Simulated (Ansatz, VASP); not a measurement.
**Two plane-wave programs on PbS**

```xyz
2
Lattice="0.0000 2.9657 2.9657 2.9657 0.0000 2.9657 2.9657 2.9657 0.0000" Properties=species:S:1:pos:R:3 pbc="T T T"
Pb    0.0000    0.0000    0.0000
S     2.9657    2.9657    2.9657
```

Alike in both runs: task relaxation of cell and atoms; functional PBEsol-based screened hybrid; k mesh 4 × 4 × 4; occupations fermi-dirac, width 0.05 eV; no spin polarisation.

|  | VASP | Ansatz |
| --- | --- | --- |
| version | VASP 6.6.1 | Ansatz 0.2.0 |
| potentials or method | VASP PAW PBE potentials, release 64 (Pb_d, S) | Ansatz PAW |
| plane-wave cutoff (eV) | 600 | 420 |
| valence electrons in the cell | 20 | 20 |

Ansatz gave:

| Quantity | Value |
| --- | --- |
| gap on the k mesh at the Fermi level, each at its own relaxed structure (eV) | 0.64 |
| relaxed volume (Å³/atom) | 25.73 |
| relaxed cell length with the largest relative difference (Å) | 4.175 |

Which values does VASP return?

gap on the k mesh at the Fermi level, each at its own relaxed structure (eV): 0.65; relaxed volume (Å³/atom): 25.76; relaxed cell length with the largest relative difference (Å): 4.177.

VASP's potentials were made for PBE, not for PBEsol-based screened hybrid.

The k mesh is coarse, so the values compare programs but aren't converged. Spin-orbit coupling is off throughout. Noted on Ansatz's run: the plane-wave basis is chosen anew once the cell has moved, so the energies of steps on either side of that aren't comparable.
